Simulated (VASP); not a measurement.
## InP: single point with PBEsol

Crystal: InP.

```
CELL_PARAMETERS angstrom
0.00000 2.80894 2.94939
2.80894 0.00000 2.94939
2.80894 2.80894 0.00000
ATOMIC_POSITIONS crystal
In 0.00000 0.00000 0.00000
P 0.50000 0.50000 0.50000
```

This cell differs from its parent crystal: ratio of the length along z to the lengths across it x 1.05, volume and fractional coordinates fixed.

* Program: VASP 6.6.1
* Task: single point
* Functional: PBEsol
* Potentials or basis: VASP PAW PBE potentials, release 64 (In_d, P)
* Cutoff: 520 eV
* k mesh: 16 × 16 × 16
* Occupations: gaussian, width 0.15 eV
* Spin: no spin polarisation

```yaml
Pressure: -7.9 GPa
Band_gap_on_the_k_mesh: zero (band 9 reaches 6.20 eV, above the bottom of band 10 at 3.90 eV)
```

Stress tensor (GPa, compression positive):
```
-7.10  0.00  0.00
 0.00 -7.10  0.00
 0.00  0.00 -9.53
```

Levels at points of the mesh, in eV from the Fermi level:
| k point | band 7 | band 8 | band 9 | band 10 | band 11 | band 12 |
| --- | --- | --- | --- | --- | --- | --- |
| (0.00, 0.00, 0.00) | -0.36 | -0.36 | -0.21 | 0.05 | 6.81 | 7.00 |
| (0.50, 0.00, 0.00) | -6.23 | 0.03 | 0.24 | 2.26 | 3.27 | 3.54 |
| (0.50, 0.50, 0.00) | -4.43 | -2.35 | -1.95 | -1.95 | 4.06 | 8.98 |
| (0.50, 0.00, 0.50) | -4.46 | -2.78 | -2.39 | -1.85 | 3.87 | 8.31 |

Run time: 2.2 min on 1 thread of Intel(R) Xeon(R) 6975P-C (Granite Rapids), with other jobs on the host, peak memory 0.36 GiB.

Caveat: the PAW data sets were made with another functional, which shifts forces and pressure a little; spin-orbit coupling is left out, which moves the levels of the heavy elements.
